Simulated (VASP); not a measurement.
# CuH3 (Im-3m) in VASP: further runs

The runs below take CuH3 through relaxation of cell and atoms, single point, with PBE.

All numbers are computed with VASP 6.6.1; they aren't measurements. Logs are shortened: lines on timing, memory, paths and dates and some standing lists are left out, and cuts for length are marked.

## (1) The cell of the first run

Symmetry: Im-3m, No. 229, cubic system. The conventional cell has a = 4.460 Å, b = 4.460 Å, c = 4.460 Å, α = 90.00°, β = 90.00°, γ = 90.00°. Cu (site symmetry m-3m) has 6 H at 2.23 Å within 2.9 Å. H (site symmetry 4/mmm) has 2 Cu at 2.23 Å and 4 H at 2.23 Å within 2.9 Å.

## (2) Relaxation of cell and atoms, PBE

INCAR

```
SYSTEM = CuH3
PREC     = Accurate       ! precision mode
ENCUT    = 600            ! plane-wave cutoff, eV
EDIFF    = 1E-6           ! SCF threshold, eV
ISMEAR   = 0              ! smearing method
SIGMA    = 0.1            ! smearing width, eV
LREAL    = .FALSE.        ! projectors in reciprocal space
LASPH    = .TRUE.         ! aspherical terms in the spheres
NELM     = 80             ! most SCF steps
ALGO     = Normal         ! electronic algorithm
ISIF     = 3              ! what is computed and relaxed
LWAVE    = .FALSE.        ! write WAVECAR
LCHARG   = .FALSE.        ! write CHGCAR
GGA      = PE             ! functional
IBRION   = 2              ! ionic algorithm
NSW      = 90             ! ionic steps
EDIFFG   = -0.04          ! ionic threshold
```

KPOINTS

```
Automatic mesh
0
G
  6 6 6
  0 0 0
```

POSCAR

```
CuH3
1.0
   -2.2298915700      2.2298915700      2.2298915700
    2.2298915700     -2.2298915700      2.2298915700
    2.2298915700      2.2298915700     -2.2298915700
Cu H
1 3
Direct
    0.0000000000      0.0000000000      0.0000000000
    0.0000000000      0.5000000000      0.5000000000
    0.5000000000      0.0000000000      0.5000000000
    0.5000000000      0.5000000000      0.0000000000
```

Potentials or basis: VASP PAW PBE potentials, release 64 (Cu, H).

Started as:

```sh
cat potpaw_PBE.64/Cu/POTCAR potpaw_PBE.64/H/POTCAR > POTCAR
mpirun -np 1 vasp_std > vasp.out
```

OUTCAR:

```text
SYSTEM = CuH3
   PREC = Accurate
   ENCUT = 600
   EDIFF = 1E-6
   ISMEAR = 0
   LREAL = .FALSE.
   LASPH = .TRUE.
   NELM = 80
   ISIF = 3
   GGA = PE
   IBRION = 2
   NSW = 90
   EDIFFG = -0.04

 ion  position               nearest neighbor table
   1  0.000  0.000  0.000-
   2  0.000  0.500  0.500-
   3  0.500  0.000  0.500-
   4  0.500  0.500  0.000-

  LATTYP: Found a body centered cubic cell.
 ALAT       =     4.4597831400

  Lattice vectors:

 A1 = (  -2.2298915700,   2.2298915700,   2.2298915700)
 A2 = (   2.2298915700,  -2.2298915700,   2.2298915700)
 A3 = (   2.2298915700,   2.2298915700,  -2.2298915700)

Analysis of symmetry for initial positions (statically):
=====================================================================
 Subroutine PRICEL returns:
 Original cell was already a primitive cell.

 Routine SETGRP: Setting up the symmetry group for a
 body centered cubic supercell.

 Subroutine GETGRP returns: Found 48 space group operations
 (whereof 48 operations were pure point group operations)
 out of a pool of 48 trial point group operations.

The static configuration has the point symmetry O_h .

Analysis of symmetry for dynamics (positions and initial velocities):
=====================================================================
 Subroutine PRICEL returns:
 Original cell was already a primitive cell.

 Routine SETGRP: Setting up the symmetry group for a
 body centered cubic supercell.

 Subroutine GETGRP returns: Found 48 space group operations
 (whereof 48 operations were pure point group operations)
 out of a pool of 48 trial point group operations.

The dynamic configuration has the point symmetry O_h .

 Subroutine INISYM returns: Found 48 space group operations
 (whereof 48 operations are pure point group operations),
 and found     1 'primitive' translations

----------------------------------------------------------------------------------------

                                     Primitive cell

  volume of cell :      44.3518

  direct lattice vectors                    reciprocal lattice vectors
    -2.229891570  2.229891570  2.229891570     0.000000000  0.224226149  0.224226149
     2.229891570 -2.229891570  2.229891570     0.224226149  0.000000000  0.224226149
     2.229891570  2.229891570 -2.229891570     0.224226149  0.224226149  0.000000000

  length of vectors
     3.862285495  3.862285495  3.862285495     0.317103661  0.317103661  0.317103661

  position of ions in fractional coordinates (direct lattice)
     0.000000000  0.000000000  0.000000000
     0.000000000  0.500000000  0.500000000
[... 35 lines left out ...]

 Following reciprocal coordinates:
            Coordinates               Weight
  0.000000  0.000000  0.000000      1.000000
  0.166667  0.000000  0.000000     12.000000
  0.333333  0.000000  0.000000     12.000000
  0.500000  0.000000  0.000000      6.000000
  0.166667  0.166667  0.000000     24.000000
  0.333333  0.166667 -0.000000     48.000000
[... 8 lines left out ...]
  0.500000  0.500000  0.333333     12.000000
  0.500000  0.500000  0.500000      1.000000
   k-points           NKPTS =     16   k-points in BZ     NKDIM =     16   number of bands    NBANDS=     11
   number of dos      NEDOS =    301   number of ions     NIONS =      4
   total plane-waves  NPLWV =  32768
   dimension x,y,z NGX =    32 NGY =   32 NGZ =   32
   dimension x,y,z NGXF=    64 NGYF=   64 NGZF=   64
   ions per type =               1   3
   NGX,Y,Z   is equivalent  to a cutoff of  13.77, 13.77, 13.77 a.u.
   NGXF,Y,Z  is equivalent  to a cutoff of  27.55, 27.55, 27.55 a.u.
 SYSTEM =  CuH3
   PREC   = accura    normal or accurate (medium, high low for compatibility)
   ISTART =      0    job   : 0-new  1-cont  2-samecut
   ICHARG =      2    charge: 1-file 2-atom 10-const
   ISPIN  =      1    spin polarized calculation?
   LNONCOLLINEAR =      F non collinear calculations
   LSORBIT =      F    spin-orbit coupling
   LASPH  =      T    aspherical Exc in radial PAW
   ENCUT  =  600.0 eV  44.10 Ry    6.64 a.u.   7.71  7.71  7.71*2*pi/ulx,y,z
   NELM   =     80;   NELMIN=  2; NELMDL= -5     # of ELM steps
   EDIFF  = 0.1E-05   stopping-criterion for ELM
   LREAL  =      F    real-space projection
   EDIFFG = -.4E-01   stopping-criterion for IOM
   NSW    =     90    number of steps for IOM
   IBRION =      2    ionic relax: 0-MD 1-quasi-New 2-CG
   NFREE  =      1    steps in history (QN), initial steepest desc. (CG)
   ISIF   =      3    stress and relaxation
   ISYM   =      2    0-nonsym 1-usesym 2-fastsym
   POTIM  = 0.5000    time-step for ionic-motion
   TEBEG  =    0.0;   TEEND  =   0.0 temperature during run
   PSTRESS=    0.0 pullay stress
   NELECT =      14.0000    total number of electrons
   NUPDOWN=      -1.0000    fix difference up-down
   EMIN   =  10.00;   EMAX   =-10.00  energy-range for DOS
   EFERMI =   0.00;   METHOD = LEGACY
   ISMEAR =     0;   SIGMA  =   0.10  broadening in eV -4-tet -1-fermi 0-gaus
   EFERMI_NEDOS =   21; number of points for ismear=-14 and -15
   IALGO  =     38    algorithm
   IMIX   =      4    mixing-type and parameters
     AMIX     =   0.40;   BMIX     =  1.00
     AMIX_MAG =   1.60;   BMIX_MAG =  1.00
  volume/ion in A,a.u.               =      11.09        74.83
  Fermi-wavevector in a.u.,A,eV,Ry     =   1.114672  2.106425 16.905153  1.242494
  Thomas-Fermi vector in A             =   2.251269
   LORBIT       =      0    0 simple, 1 ext, 2 COOP (PROOUT), +10 PAW based schemes
   GGA     = PE    functional components
   LHFCALC =     F    Hartree Fock is set to
   AEXX    =    0.0000 exact exchange contribution
   IVDW    =     0    specifies the selected vdW correction
   LEPSILON=     F    determine dielectric tensor
   LRPA    =     F    only Hartree local field effects (RPA)
 conjugate gradient relaxation of ions
 non-spin polarized calculation
 Gauss-broadening in eV      SIGMA  =   0.10
  energy-cutoff  :      600.00
  volume of cell :       44.35
 maximum number of plane-waves:      1499
   NGX = 15   NGY = 15   NGZ = 15

--------------------------------------- Ionic step        1  -------------------------------------------

 number of electron      14.0000012 magnetization

 Free energy of the ion-electron system (eV)
  ---------------------------------------------------
  ext. energy  EPLUGINS =         0.00000000
  ---------------------------------------------------
  free energy    TOTEN  =        -8.46406283 eV

  energy without entropy =       -8.44968409  energy(sigma->0) =       -8.45687346

 E-fermi :  -0.5210     XC(G=0):  -8.6418

 val. band max:       -0.5267972314   @ k =  -0.3333   0.3333   0.1667
 cond. band min:      -0.4532261494   @ k =   0.5000   0.5000   0.3333
 fundamental gap:      0.0735710820
 Fermi energy:        -0.5210319440
[... 873 lines left out ...]
--------------------------------------- Ionic step        6  -------------------------------------------

 number of electron      14.0000001 magnetization

 Free energy of the ion-electron system (eV)
  ---------------------------------------------------
  ext. energy  EPLUGINS =         0.00000000
  ---------------------------------------------------
  free energy    TOTEN  =       -10.30047878 eV

  energy without entropy =      -10.28386159  energy(sigma->0) =      -10.29217018

 E-fermi :   4.1799     XC(G=0): -11.2087

 val. band max:        3.9986127395   @ k =   0.3333   0.0000   0.0000
 cond. band min:       4.1923288062   @ k =  -0.3333   0.3333   0.1667
 fundamental gap:      0.1937160667
 Fermi energy:         4.1798908350
[... 253 lines left out ...]
  FREE ENERGIE OF THE ION-ELECTRON SYSTEM (eV)
  ---------------------------------------------------
  free  energy   TOTEN  =       -10.3004787759 eV

  energy  without entropy=      -10.2838615900  energy(sigma->0) =      -10.29217018

 reached required accuracy - stopping structural energy minimisation
```

CONTCAR:

```text
CuH3
   1.00000000000000
    -1.8178574876219102    1.8178574876219102    1.8178574876219102
     1.8178574876219102   -1.8178574876219102    1.8178574876219102
     1.8178574876219102    1.8178574876219102   -1.8178574876219102
  Cu              H
     1     3
Direct
     0.0000000000000000    0.0000000000000000    0.0000000000000000
     0.0000000000000000    0.5000000000000000    0.5000000000000000
     0.5000000000000000    0.0000000000000000    0.5000000000000000
     0.5000000000000000    0.5000000000000000    0.0000000000000000

  0.00000000E+00  0.00000000E+00  0.00000000E+00
  0.00000000E+00  0.00000000E+00  0.00000000E+00
  0.00000000E+00  0.00000000E+00  0.00000000E+00
  0.00000000E+00  0.00000000E+00  0.00000000E+00
```

Wall time 1.7 min (1 thread of Intel Xeon 8259CL, shared host); peak memory 0.19 GiB.

What came out:

* Free energy: -10.3005 eV
* Relaxed volume: 6.01 Å³/atom
* Relaxed cell: a = 3.149 Å, b = 3.149 Å, c = 3.149 Å, α = 109.47°, β = 109.47°, γ = 109.47°
* Space group after relaxing (to 0.05 Å): Im-3m (No. 229)
* Energy gained by relaxing: 459.1 meV/atom
* Ionic steps: 6
* Pressure after relaxing: -0.1 GPa
* Band gap on the k mesh: zero (band 7 reaches 8.75 eV, above the bottom of band 8 at 2.71 eV)

Step by step:
```
step  energy change (eV)  largest force (eV/Å)  pressure (GPa)  volume (Å³)
   1              0.0000                0.0000          -17.17        44.35
   2             -0.7903                0.0000          -17.59        37.15
   3             -1.6036                0.0000           23.30        20.30
   4             -1.7661                0.0000           -8.10        26.56
   5             -1.8336                0.0000           -1.74        24.49
   6             -1.8364                0.0000           -0.06        24.03
```

Final structure:
```xyz
4
Lattice="-1.8179 1.8179 1.8179 1.8179 -1.8179 1.8179 1.8179 1.8179 -1.8179" Properties=species:S:1:pos:R:3 pbc="T T T"
Cu    0.0000    0.0000    0.0000
H     1.8179    0.0000    0.0000
H     0.0000    1.8179    0.0000
H     0.0000    0.0000    1.8179
```

Levels at points of the mesh, in eV from the Fermi level:
| k point | band 5 | band 6 | band 7 | band 8 | band 9 | band 10 |
| --- | --- | --- | --- | --- | --- | --- |
| (0.00, 0.00, 0.00) | -3.18 | -3.18 | 4.57 | 4.57 | 12.66 | 12.66 |
| (0.50, 0.00, 0.00) | -3.02 | -2.57 | -1.64 | 0.69 | 6.96 | 7.84 |
| (0.50, 0.50, 0.50) | -2.63 | 0.14 | 0.71 | 0.71 | 2.42 | 2.42 |

Caveat: the volume moved by over 15 % at a fixed basis, so the end points are rough.

## (3) Single point, PBE

This run uses another cell than the first one, of 5.99 Å³/atom, 0.540 times its volume.

INCAR

```
PREC = Accurate
ENCUT = 520
EDIFF = 1E-7
ISMEAR = 0
SIGMA = 0.1
LREAL = False
LASPH = True
NELM = 100
ALGO = Normal
ISIF = 2
LWAVE = False
LCHARG = True
GGA = PE
LELF = True
LVHAR = True
NBANDS = 15
```

KPOINTS

```
regular mesh
0
Gamma
  18 18 18
```

POSCAR

```
CuH3
1.0
   -1.8157420724      1.8157420724      1.8157420724
    1.8157420724     -1.8157420724      1.8157420724
    1.8157420724      1.8157420724     -1.8157420724
Cu H
1 3
Direct
    0.0000000000      0.0000000000      0.0000000000
    0.0000000000      0.5000000000      0.5000000000
    0.5000000000      0.0000000000      0.5000000000
    0.5000000000      0.5000000000      0.0000000000
```

Potentials or basis: VASP PAW PBE potentials, release 64 (Cu, H).

Started as:

```sh
cat potpaw_PBE.64/Cu/POTCAR potpaw_PBE.64/H/POTCAR > POTCAR
mpirun -np 1 vasp_std > vasp.out
```

OUTCAR:

```text
PREC = Accurate
   ENCUT = 520
   EDIFF = 1E-7
   ISMEAR = 0
   LREAL = False
   LASPH = True
   NELM = 100
   ISIF = 2
   GGA = PE

 ion  position               nearest neighbor table
   1  0.000  0.000  0.000-   2 1.82   3 1.82   4 1.82   2 1.82   3 1.82   4 1.82
   2  0.000  0.500  0.500-   1 1.82   1 1.82
   3  0.500  0.000  0.500-   1 1.82   1 1.82
   4  0.500  0.500  0.000-   1 1.82   1 1.82

  LATTYP: Found a body centered cubic cell.
 ALAT       =     3.6314841448

  Lattice vectors:

 A1 = (  -1.8157420724,   1.8157420724,   1.8157420724)
 A2 = (   1.8157420724,  -1.8157420724,   1.8157420724)
 A3 = (   1.8157420724,   1.8157420724,  -1.8157420724)

Analysis of symmetry for initial positions (statically):
=====================================================================
 Subroutine PRICEL returns:
 Original cell was already a primitive cell.

 Routine SETGRP: Setting up the symmetry group for a
 body centered cubic supercell.

 Subroutine GETGRP returns: Found 48 space group operations
 (whereof 48 operations were pure point group operations)
[... 176 lines left out ...]
  band No.  band energies     occupation
      1      -7.5082      2.00000
      2       0.4080      2.00000
      3       0.4080      2.00000
      4       0.9732      2.00000
      5       0.9732      2.00000
      6       0.9732      2.00000
      7       8.7970      0.00000
      8       8.7970      0.00000
      9      16.9016      0.00000
     10      16.9016      0.00000
     11      16.9016      0.00000
     12      17.5199      0.00000
     13      17.5199      0.00000
     14      17.5199      0.00000
[... 401 lines left out ...]
      2      -1.7003      2.00000
      3       0.5900      2.00000
      4       1.0779      2.00000
      5       1.1480      2.00000
      6       1.5922      2.00000
      7       2.6860      2.00000
      8       4.6283      0.00000
      9       9.4499      0.00000
     10      13.5974      0.00000
     11      16.0951      0.00000
     12      17.8923      0.00000
     13      21.7614      0.00000
     14      24.4711      0.00000
     15      26.2438      0.00000

 [... further k-points ...]
[... 5 lines left out ...]
  --------------------------------------------------------------------------------------
  -------------------------------------------------------------------------------------
  Total        0.0000738      0.0000738      0.0000738     -0.0000000      0.0000000      0.0000000
  in kB        0.0049351      0.0049351      0.0049351     -0.0000000      0.0000000      0.0000000
  external PRESSURE =       0.0049351 kB  Pullay stress =       0.0000000 kB

 VOLUME and BASIS-vectors are now :
 -----------------------------------------------------------------------------
  energy-cutoff  :      520.00
  volume of cell :       23.95
      direct lattice vectors                 reciprocal lattice vectors
    -1.815742072  1.815742072  1.815742072     0.000000000  0.275369507  0.275369507
     1.815742072 -1.815742072  1.815742072     0.275369507  0.000000000  0.275369507
     1.815742072  1.815742072 -1.815742072     0.275369507  0.275369507  0.000000000

 POSITION                                       TOTAL-FORCE (eV/Angst)
 -----------------------------------------------------------------------------------
      0.00000      0.00000      0.00000         0.000000     -0.000000     -0.000000
      1.81574      0.00000      0.00000        -0.000000      0.000000      0.000000
      0.00000      1.81574      0.00000         0.000000      0.000000      0.000000
      0.00000      0.00000      1.81574        -0.000000     -0.000000      0.000000
 -----------------------------------------------------------------------------------
    total drift:                               -0.000000      0.000000      0.000000

  FREE ENERGIE OF THE ION-ELECTRON SYSTEM (eV)
  ---------------------------------------------------
  free  energy   TOTEN  =       -10.3219190746 eV

  energy  without entropy=      -10.3169654198  energy(sigma->0) =      -10.31944225
```

stdout:

```text
POSCAR found type information on POSCAR CuH
 POSCAR found :  2 types and       4 ions
 scaLAPACK will be used
 LDA part: xc-table for (Slater+PW92), standard interpolation
 POSCAR, INCAR and KPOINTS ok, starting setup
 FFT: planning ... GRIDC
 FFT: planning ... GRID_SOFT
 FFT: planning ... GRID
 WAVECAR not read
 entering main loop
```

Run time: 1.7 min. Hardware: 1 thread of Intel Xeon 8259CL, shared host; peak memory 0.19 GiB.

Results:

| Quantity | Value |
| --- | --- |
| Free energy | -10.3219 eV |
| Pressure | 0.0 GPa |
| Band gap on the k mesh | zero (band 7 reaches 8.80 eV, above the bottom of band 8 at 2.49 eV) |

Levels at points of the mesh, in eV from the Fermi level:
| k point | band 3 | band 4 | band 5 | band 6 | band 7 | band 8 | band 9 | band 10 | band 11 | band 12 |
| --- | --- | --- | --- | --- | --- | --- | --- | --- | --- | --- |
| (0.00, 0.00, 0.00) | -3.80 | -3.23 | -3.23 | -3.23 | 4.59 | 4.59 | 12.70 | 12.70 | 12.70 | 13.31 |
| (0.50, 0.00, 0.00) | -3.55 | -3.13 | -3.07 | -2.62 | -1.67 | 0.70 | 6.98 | 7.85 | 10.47 | 14.40 |
| (0.50, 0.50, 0.50) | -2.68 | -2.68 | -2.68 | 0.15 | 0.69 | 0.69 | 2.42 | 2.42 | 2.42 | 16.93 |

## (4) Relaxation of cell and atoms, PBE

This run uses another cell than the first one, of 5.98 Å³/atom, 0.539 times its volume.

INCAR

```
PREC = Accurate
ENCUT = 600
EDIFF = 1E-7
ISMEAR = 0
SIGMA = 0.1
LREAL = False
LASPH = True
NELM = 60
ALGO = Normal
ISIF = 3
LWAVE = False
LCHARG = False
GGA = PE
IBRION = 2
NSW = 100
EDIFFG = -0.01
```

KPOINTS

```
Automatic mesh
0
Gamma
  18 18 18
```

POSCAR

```
CuH3
1.0
   -1.8148914448      1.8148914448      1.8148914448
    1.8148914448     -1.8148914448      1.8148914448
    1.8148914448      1.8148914448     -1.8148914448
Cu H
1 3
Direct
    0.0000000000      0.0000000000      0.0000000000
    0.0000000000      0.5000000000      0.5000000000
    0.5000000000      0.0000000000      0.5000000000
    0.5000000000      0.5000000000      0.0000000000
```

Started as:

```sh
cat potpaw_PBE.64/Cu/POTCAR potpaw_PBE.64/H/POTCAR > POTCAR
mpirun -np 1 vasp_std > vasp.out
```

Run time: 2.5 min. Hardware: 1 thread of Intel Xeon 8259CL, shared host; peak memory 0.21 GiB.

Results (log left out):

- Free energy: -10.3229 eV
- Relaxed volume: 5.99 Å³/atom
- Relaxed cell: a = 3.145 Å, b = 3.145 Å, c = 3.145 Å, α = 109.47°, β = 109.47°, γ = 109.47°
- Space group after relaxing (to 0.05 Å): Im-3m (No. 229)
- Energy gained by relaxing: 0.0 meV/atom
- Ionic steps: 2
- Pressure after relaxing: 0.1 GPa
- Band gap on the k mesh: zero (band 7 reaches 8.79 eV, above the bottom of band 8 at 2.48 eV)

Final structure:
```xyz
4
Lattice="-1.8159 1.8159 1.8159 1.8159 -1.8159 1.8159 1.8159 1.8159 -1.8159" Properties=species:S:1:pos:R:3 pbc="T T T"
Cu    1.8159    1.8159    1.8159
H     0.0000    1.8159    1.8159
H     1.8159    0.0000    1.8159
H     0.0000    0.0000    1.8159
```

Levels at points of the mesh, in eV from the Fermi level:
| k point | band 3 | band 4 | band 5 | band 6 | band 7 | band 8 | band 9 | band 10 | band 11 |
| --- | --- | --- | --- | --- | --- | --- | --- | --- | --- |
| (0.00, 0.00, 0.00) | -3.80 | -3.23 | -3.23 | -3.23 | 4.59 | 4.59 | 12.69 | 12.69 | 12.69 |
| (0.50, 0.00, 0.00) | -3.54 | -3.13 | -3.07 | -2.62 | -1.67 | 0.70 | 6.98 | 7.85 | 10.47 |
| (0.50, 0.50, 0.50) | -2.68 | -2.68 | -2.68 | 0.15 | 0.69 | 0.69 | 2.43 | 2.43 | 2.43 |

## (5) Overview

| task | cell | k mesh | cutoff (eV) | gap on the mesh (eV) | pressure (GPa) | relaxed volume (Å³/atom) |
| --- | --- | --- | --- | --- | --- | --- |
| relaxation of cell and atoms | relaxed from a = 3.862 Å, angles 109.5°, 4 atoms | 6 × 6 × 6 | 600 | none | -0.1 | 6.01 |
| single point | a = 3.145 Å, angles 109.5°, 4 atoms | 18 × 18 × 18 | 520 | none | 0.0 | - |
| relaxation of cell and atoms | relaxed from a = 3.143 Å, angles 109.5°, 4 atoms | 18 × 18 × 18 | 600 | none | 0.1 | 5.99 |

Alike in all rows: level PBE; potentials or basis VASP PAW PBE potentials, release 64 (Cu, H); no spin polarisation; smearing gaussian 0.1 eV.

Caveats: the volume moved by over 15 % at a fixed basis, so the end points are rough (some runs).

Total energies depend on the potentials used, so only differences within one code and one set of settings carry meaning.
